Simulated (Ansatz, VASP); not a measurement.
SnO2: VASP beside Ansatz

```
Sn O
1.0
    -3.20056    3.36552    3.36553
     3.20056   -3.36552    3.36553
     3.20056    3.36552   -3.36553
Sn O
4 8
Direct
  0.99997 0.24997 0.75000
  0.00003 0.75003 0.25000
  0.50000 0.50000 0.50000
  0.50000 0.00000 0.00000
  0.19410 0.19413 0.50003
  0.69414 0.75004 0.94410
  0.19410 0.69407 0.99997
  0.30594 0.75004 0.55590
  0.69406 0.24996 0.44410
  0.30586 0.24996 0.05590
  0.80590 0.30593 0.00003
  0.80590 0.80587 0.49997
```

Alike in both runs: task single point; functional r2SCAN; k mesh 6 × 6 × 6; occupations gaussian, width 0.05 eV; no spin polarisation.

|  | VASP | Ansatz |
| --- | --- | --- |
| version | VASP 6.6.1 | Ansatz 0.2.0 |
| potentials or method | VASP PAW PBE potentials, release 64 (Sn_d, O), cutoff 520 eV | scalar-relativistic, plane waves, PAW |
| valence electrons in the cell | 104 | 104 |

|  | VASP | Ansatz | Ansatz less VASP |
| --- | --- | --- | --- |
| gap on the k mesh at the Fermi level (eV) | 1.80 | 1.77 | -0.026 |
| least direct gap on the mesh (eV) | 1.80 | 1.77 | -0.026 |
| pressure (GPa) | 1.1 | 0.0 | -1.09 |
| traceless stress, the component that is largest in VASP (GPa) | 0.35 | 0.00 | -0.348 |
| rms of the force components (eV/Å) | 0.013 | 0.000 | -0.0127 |

VASP's potentials were made for PBE, not for r2SCAN. Atom by atom the forces differ by 0.014 eV/Å (rms over components). With one functional, cell and mesh, what is left measures potentials, basis and numerics.
